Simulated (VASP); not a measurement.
Here is a VASP 6.6.1 calculation.

Contents of INCAR:

```
SYSTEM = CdTe
PREC     = Accurate       ! precision mode
ENCUT    = 520            ! plane-wave cutoff, eV
EDIFF    = 1E-6           ! SCF threshold, eV
ISMEAR   = 0              ! smearing method
SIGMA    = 0.01           ! smearing width, eV
LREAL    = .False.        ! projectors in reciprocal space
LASPH    = .True.         ! aspherical terms in the spheres
NELM     = 100            ! most SCF steps
ALGO     = Normal         ! electronic algorithm
ISIF     = 2              ! what is computed and relaxed
LWAVE    = .False.        ! write WAVECAR
LCHARG   = .False.        ! write CHGCAR
GGA      = PE             ! functional
NBANDS   = 16             ! bands
```

The input KPOINTS:

```
Automatic mesh
0
Gamma
  6 6 6
  0 0 0
```

POSCAR

```
CdTe
1.0
    0.0000000000      3.2799012449      3.2799012449
    3.2799012449      0.0000000000      3.2799012449
    3.2799012449      3.2799012449      0.0000000000
Cd Te
1 1
Direct
    0.0000000000      0.0000000000      0.0000000000
    0.2500000000      0.2500000000      0.2500000000
```

Potentials or basis: VASP PAW PBE potentials, release 64 (Cd, Te).

Command:

```console
$ cat potpaw_PBE.64/Cd/POTCAR potpaw_PBE.64/Te/POTCAR > POTCAR
$ mpirun -np 1 vasp_std > vasp.out
```

Problem. What does it give for the band gap on the k mesh?

Solution. 0.66 eV.

Problem. Predict the pressure.

Solution. 1.1 GPa.

Caveat: spin-orbit coupling is left out, which moves the levels of the heavy elements. PBE gaps usually lie below the measured ones, often by a third to a half.
